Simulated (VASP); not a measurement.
# Se (P6/mmm) in VASP: single point with LDA

Aim: the single point of Se with LDA.

Everything below comes from runs of VASP 6.6.1. Logs are shortened: lines on timing, memory, paths and dates and some standing lists are left out, and cuts for length are marked.

## Step 1: The cell of the first run

It takes space group P6/mmm (No. 191, hexagonal). Conventional cell: a = 5.505 Å, b = 5.505 Å, c = 6.626 Å, α = 90.00°, β = 90.00°, γ = 120.00°.

## Step 2: Single point, LDA

Input file INCAR:

```
SYSTEM = Se
ALGO = Normal ; EDIFF = 1E-6
ENCUT = 500 ; GGA = CA
GGA_COMPAT = .False. ; ISIF = 2
ISMEAR = -1 ; LASPH = .True.
LCHARG = .False. ; LREAL = .False.
LWAVE = .False. ; NBANDS = 9
NELM = 120 ; PREC = Accurate
SIGMA = 0.1
```

Input file KPOINTS:

```
k-points
0
Gamma
  4 4 3
  0 0 0
```

Input file POSCAR:

```
Se
1.0
    5.5050070000      0.0000000000      0.0000000000
   -2.7525030000      4.7674760000      0.0000000000
    0.0000000000      0.0000000000      6.6264140000
Se
1
Direct
    0.0000000000      0.0000000000      0.0000000000
```

Potentials or basis: VASP PAW LDA potentials, release 64 (Se).

Launch:

```sh
> cat potpaw_LDA.64/Se/POTCAR > POTCAR
> mpirun -np 1 vasp_std > vasp.out
```

OUTCAR:

```text
SYSTEM = Se
   EDIFF = 1E-6
   ENCUT = 500
   GGA = CA
   ISIF = 2
   ISMEAR = -1
   LASPH = .True.
   LREAL = .False.
   NELM = 120
   PREC = Accurate

 ion  position               nearest neighbor table
   1  0.000  0.000  0.000-

  LATTYP: Found a hexagonal cell.
 ALAT       =     5.5050070000
 C/A-ratio  =     1.2037067346

  Lattice vectors:

 A1 = (   5.5050070000,   0.0000000000,   0.0000000000)
 A2 = (  -2.7525030000,   4.7674760000,   0.0000000000)
 A3 = (   0.0000000000,   0.0000000000,   6.6264140000)

Analysis of symmetry for initial positions (statically):
=====================================================================
 Subroutine PRICEL returns:
 Original cell was already a primitive cell.

 Routine SETGRP: Setting up the symmetry group for a
 hexagonal supercell.

 Subroutine GETGRP returns: Found 24 space group operations
 (whereof 24 operations were pure point group operations)
 out of a pool of 24 trial point group operations.

The static configuration has the point symmetry D_6h.

Analysis of symmetry for dynamics (positions and initial velocities):
=====================================================================
 Subroutine PRICEL returns:
 Original cell was already a primitive cell.

 Routine SETGRP: Setting up the symmetry group for a
 hexagonal supercell.

 Subroutine GETGRP returns: Found 24 space group operations
 (whereof 24 operations were pure point group operations)
 out of a pool of 24 trial point group operations.

The dynamic configuration has the point symmetry D_6h.

 Subroutine INISYM returns: Found 24 space group operations
 (whereof 24 operations are pure point group operations),
 and found     1 'primitive' translations

----------------------------------------------------------------------------------------

                                     Primitive cell

  volume of cell :     173.9102

  direct lattice vectors                    reciprocal lattice vectors
     5.505007000  0.000000000  0.000000000     0.181652812  0.104877279  0.000000000
    -2.752503000  4.767476000  0.000000000     0.000000000  0.209754596  0.000000000
     0.000000000  0.000000000  6.626414000     0.000000000  0.000000000  0.150911187

  length of vectors
     5.505007000  5.505006828  6.626414000     0.209754589  0.209754596  0.150911187

  position of ions in fractional coordinates (direct lattice)
     0.000000000  0.000000000  0.000000000

  ion indices of the primitive-cell ions
   primitive index   ion index
                 1           1

----------------------------------------------------------------------------------------

 KPOINTS: k-points

Automatic generation of k-mesh.
 Grid dimensions read from file:
 generate k-points for:    4    4    3

 Generating k-lattice:

  Cartesian coordinates                     Fractional coordinates (reciprocal lattice)
     0.045413203  0.026219320  0.000000000     0.250000000 -0.000000000  0.000000000
     0.000000000  0.052438649  0.000000000     0.000000000  0.250000000  0.000000000
     0.000000000  0.000000000  0.050303729     0.000000000  0.000000000  0.333333333

  Length of vectors
     0.052438647  0.052438649  0.050303729

  Shift w.r.t. Gamma in fractional coordinates (k-lattice)
     0.000000000  0.000000000  0.000000000

 Subroutine IBZKPT returns following result:
 ===========================================

 Found      8 irreducible k-points:

 Following reciprocal coordinates:
            Coordinates               Weight
  0.000000  0.000000  0.000000      1.000000
  0.250000 -0.000000  0.000000      6.000000
  0.500000 -0.000000  0.000000      3.000000
  0.250000  0.250000  0.000000      6.000000
  0.000000  0.000000  0.333333      2.000000
  0.250000 -0.000000  0.333333     12.000000
  0.500000 -0.000000  0.333333      6.000000
  0.250000  0.250000  0.333333     12.000000
   k-points           NKPTS =      8   k-points in BZ     NKDIM =      8   number of bands    NBANDS=      9
   number of dos      NEDOS =    301   number of ions     NIONS =      1
   total plane-waves  NPLWV =  76800
   dimension x,y,z NGX =    40 NGY =   40 NGZ =   48
   dimension x,y,z NGXF=    80 NGYF=   80 NGZF=   96
   ions per type =               1
   NGX,Y,Z   is equivalent  to a cutoff of  12.08, 12.08, 12.04 a.u.
   NGXF,Y,Z  is equivalent  to a cutoff of  24.16, 24.16, 24.08 a.u.
 SYSTEM =  Se
   PREC   = accura    normal or accurate (medium, high low for compatibility)
   ISTART =      0    job   : 0-new  1-cont  2-samecut
   ICHARG =      2    charge: 1-file 2-atom 10-const
   ISPIN  =      1    spin polarized calculation?
   LNONCOLLINEAR =      F non collinear calculations
   LSORBIT =      F    spin-orbit coupling
   LASPH  =      T    aspherical Exc in radial PAW
   ENCUT  =  500.0 eV  36.75 Ry    6.06 a.u.  10.04 10.04 12.08*2*pi/ulx,y,z
   NELM   =    120;   NELMIN=  2; NELMDL= -5     # of ELM steps
   EDIFF  = 0.1E-05   stopping-criterion for ELM
   LREAL  =      F    real-space projection
[... 7 lines left out ...]
   TEBEG  =    0.0;   TEEND  =   0.0 temperature during run
   PSTRESS=    0.0 pullay stress
   NELECT =       6.0000    total number of electrons
   NUPDOWN=      -1.0000    fix difference up-down
   EMIN   =  10.00;   EMAX   =-10.00  energy-range for DOS
   EFERMI =   0.00;   METHOD = LEGACY
   ISMEAR =    -1;   SIGMA  =   0.10  broadening in eV -4-tet -1-fermi 0-gaus
   EFERMI_NEDOS =   21; number of points for ismear=-14 and -15
   IALGO  =     38    algorithm
   IMIX   =      4    mixing-type and parameters
     AMIX     =   0.40;   BMIX     =  1.00
     AMIX_MAG =   1.60;   BMIX_MAG =  1.00
  volume/ion in A,a.u.               =     173.91      1173.60
  Fermi-wavevector in a.u.,A,eV,Ry     =   0.532946  1.007123  3.864489  0.284032
  Thomas-Fermi vector in A             =   1.556667
   LORBIT       =      0    0 simple, 1 ext, 2 COOP (PROOUT), +10 PAW based schemes
   GGA     = CA    functional components
   LHFCALC =     F    Hartree Fock is set to
   AEXX    =    0.0000 exact exchange contribution
   IVDW    =     0    specifies the selected vdW correction
   LEPSILON=     F    determine dielectric tensor
   LRPA    =     F    only Hartree local field effects (RPA)
 non-spin polarized calculation
  energy-cutoff  :      500.00
  volume of cell :      173.91
 maximum number of plane-waves:      4441
   NGX = 21   NGY = 21   NGZ = 25

 number of electron       6.0000001 magnetization

 Free energy of the ion-electron system (eV)
  ---------------------------------------------------
  ext. energy  EPLUGINS =         0.00000000
  ---------------------------------------------------
  free energy    TOTEN  =        -0.43694882 eV

  energy without entropy =       -0.08613804  energy(sigma->0) =       -0.26154343

 E-fermi :  -5.3706     XC(G=0):  -3.3061

 val. band max:       -5.3790228373   @ k =   0.5000  -0.0000   0.3333
 cond. band min:      -5.3482511180   @ k =   0.2500  -0.0000   0.0000
 fundamental gap:      0.0307717193
 Fermi energy:        -5.3705768420

 k-point     1 :       0.0000    0.0000    0.0000
  band No.  band energies     occupation
      1     -16.2579      2.00000
      2      -5.4563      1.40437
      3      -5.3144      0.72610
      4      -5.3144      0.72610
      5      -0.4529      0.00000
      6       2.2565      0.00000
      7       3.5301      0.00000
      8       3.9503      0.00000
      9       3.9503      0.00000

 k-point     2 :       0.2500   -0.0000    0.0000
  band No.  band energies     occupation
      1     -16.2514      2.00000
      2      -5.4736      1.47398
      3      -5.4323      1.29927
      4      -5.3483      0.88883
      5       0.1237      0.00000
      6       2.6614      0.00000
      7       2.8597      0.00000
      8       3.2788      0.00000
      9       4.4547      0.00000

 k-point     3 :       0.5000   -0.0000    0.0000
  band No.  band energies     occupation
      1     -16.2449      2.00000
      2      -5.6171      1.84331
      3      -5.4079      1.18454
      4      -5.3814      1.05390
      5       1.1281      0.00000
      6       1.8370      0.00000
      7       2.8144      0.00000
      8       3.0853      0.00000
      9       4.9396      0.00000

 k-point     4 :       0.2500    0.2500    0.0000
  band No.  band energies     occupation
      1     -16.2449      2.00000
      2      -5.5614      1.74174
      3      -5.4433      1.34844
      4      -5.4080      1.18478
      5       1.0755      0.00000
      6       2.2668      0.00000
      7       2.6614      0.00000
      8       3.2626      0.00000
      9       4.0221      0.00000

 k-point     5 :       0.0000    0.0000    0.3333
  band No.  band energies     occupation
      1     -16.2575      2.00000
      2      -5.4951      1.55287
      3      -5.3126      0.71778
      4      -5.3126      0.71778
      5      -0.0149      0.00000
      6       1.4031      0.00000
      7       4.0540      0.00000
      8       4.0540      0.00000
      9       4.1948      0.00000

 k-point     6 :       0.2500   -0.0000    0.3333
  band No.  band energies     occupation
      1     -16.2510      2.00000
      2      -5.4709      1.46351
      3      -5.4654      1.44156
      4      -5.3462      0.87855
      5       0.5666      0.00000
      6       1.7110      0.00000
      7       3.0609      0.00000
      8       3.6061      0.00000
      9       4.4682      0.00000

 k-point     7 :       0.5000   -0.0000    0.3333
  band No.  band energies     occupation
      1     -16.2445      2.00000
      2      -5.6116      1.83524
      3      -5.4380      1.32470
      4      -5.3790      1.04220
      5       1.5666      0.00000
      6       1.7274      0.00000
      7       2.7848      0.00000
      8       2.7965      0.00000
      9       4.2354      0.00000

 k-point     8 :       0.2500    0.2500    0.3333
  band No.  band energies     occupation
      1     -16.2445      2.00000
      2      -5.5566      1.73075
      3      -5.4401      1.33441
      4      -5.4380      1.32507
      5       1.4461      0.00000
      6       2.3125      0.00000
      7       2.4819      0.00000
      8       3.0875      0.00000
      9       3.2024      0.00000

------------------------ aborting loop because EDIFF is reached ----------------------------------------

  FORCE on cell =-STRESS in cart. coord.  units (eV):
  Direction    XX          YY          ZZ          XY          YZ          ZX
  --------------------------------------------------------------------------------------
  -------------------------------------------------------------------------------------
  Total       -0.3261008     -0.3261008     -0.0215557     -0.0000000      0.0000000      0.0000000
  in kB       -3.0042600     -3.0042601     -0.1985852     -0.0000003      0.0000000      0.0000000
  external PRESSURE =      -2.0690351 kB  Pullay stress =       0.0000000 kB

 VOLUME and BASIS-vectors are now :
 -----------------------------------------------------------------------------
  energy-cutoff  :      500.00
  volume of cell :      173.91
      direct lattice vectors                 reciprocal lattice vectors
     5.505007000  0.000000000  0.000000000     0.181652812  0.104877279  0.000000000
    -2.752503000  4.767476000  0.000000000     0.000000000  0.209754596  0.000000000
     0.000000000  0.000000000  6.626414000     0.000000000  0.000000000  0.150911187

 POSITION                                       TOTAL-FORCE (eV/Angst)
 -----------------------------------------------------------------------------------
      0.00000      0.00000      0.00000         0.000000      0.000000      0.000000
 -----------------------------------------------------------------------------------
    total drift:                               -0.000000     -0.000000     -0.000000

  FREE ENERGIE OF THE ION-ELECTRON SYSTEM (eV)
  ---------------------------------------------------
  free  energy   TOTEN  =        -0.4369488170 eV

  energy  without entropy=       -0.0861380397  energy(sigma->0) =       -0.26154343
```

Run time: 8 s. Hardware: 1 thread of AMD EPYC 7R43 (Zen 3), shared host; peak memory 0.16 GiB.

What came out:

| Property | Result |
| --- | --- |
| Free energy | -0.4369 eV |
| Pressure | -0.2 GPa |
| Band gap on the k mesh | zero (band 3 reaches -5.31 eV, above the bottom of band 4 at -5.44 eV) |
